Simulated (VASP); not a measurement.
Write the native input for VASP 6.6.1 that does the following.

* Task: single point
* Functional: PBE-based global hybrid
* Potentials or basis: VASP PAW PBE potentials, release 64 (Mg, Se)
* Cutoff: 520 eV
* k mesh: 4 × 4 × 4
* Occupations: gaussian, width 0.05 eV
* Spin: no spin polarisation
* Dipole correction: no
* Grid for exact exchange (PRECFOCK): Normal
* Share of exact exchange: 0.05
* Further INCAR settings: ALGO = Normal; EDIFF = 1e-06; NBANDS = 11

The system is MgSe.

```
Mg Se
1.0
     0.00000    2.72550    2.72550
     2.72550    0.00000    2.72550
     2.72550    2.72550    0.00000
Mg Se
1 1
Cartesian
  0.0000 0.0000 0.0000
  2.7255 2.7255 2.7255
```

These files were run (other wordings do the same):

POSCAR

```
MgSe
1.0
    0.0000000000      2.7254991651      2.7254991651
    2.7254991651      0.0000000000      2.7254991651
    2.7254991651      2.7254991651      0.0000000000
Mg Se
1 1
Direct
    0.0000000000      0.0000000000      0.0000000000
    0.5000000000      0.5000000000      0.5000000000
```

INCAR.step1

```
SYSTEM = MgSe
  PREC = Accurate
  ENCUT = 520
  EDIFF = 1E-5
  ISMEAR = 0
  SIGMA = 0.05
  LREAL = .FALSE.
  LASPH = .TRUE.
  NELM = 120
  ALGO = Normal
  ISIF = 2
  LWAVE = .TRUE.
  LCHARG = .FALSE.
  GGA = PE
  NBANDS = 11
  GGA_COMPAT = .FALSE.
```

INCAR.step2

```
SYSTEM = MgSe
  PREC = Accurate
  ENCUT = 520
  EDIFF = 1E-6
  ISMEAR = 0
  SIGMA = 0.05
  LREAL = .FALSE.
  LASPH = .TRUE.
  NELM = 120
  ALGO = Normal
  ISIF = 2
  LWAVE = .FALSE.
  LCHARG = .FALSE.
  GGA = PE
  LHFCALC = .TRUE.
  AEXX = 0.05
  PRECFOCK = Normal
  ISTART = 1
  NBANDS = 11
  GGA_COMPAT = .FALSE.
```

KPOINTS

```
regular mesh
0
G
  4 4 4
  0 0 0
```

Potentials or basis: VASP PAW PBE potentials, release 64 (Mg, Se).

Run with:

```console
$ cat potpaw_PBE.64/Mg/POTCAR potpaw_PBE.64/Se/POTCAR > POTCAR
$ cp INCAR.step1 INCAR
$ mpirun -np 1 vasp_std > vasp.out
$ cp INCAR.step2 INCAR
$ mpirun -np 1 vasp_std > vasp.out
```

It gave:

- Pressure: 2.0 GPa
- Band gap on the k mesh: 2.09 eV, indirect (least direct gap 2.93 eV)

Caveat: the k points lie up to 0.50 Å⁻¹ apart; the PAW data sets were made with another functional, which shifts forces and pressure a little.

Wall time 44 s on 1 thread of Intel(R) Xeon(R) 6975P-C (Granite Rapids), with other jobs on the host, peak memory 0.18 GiB.
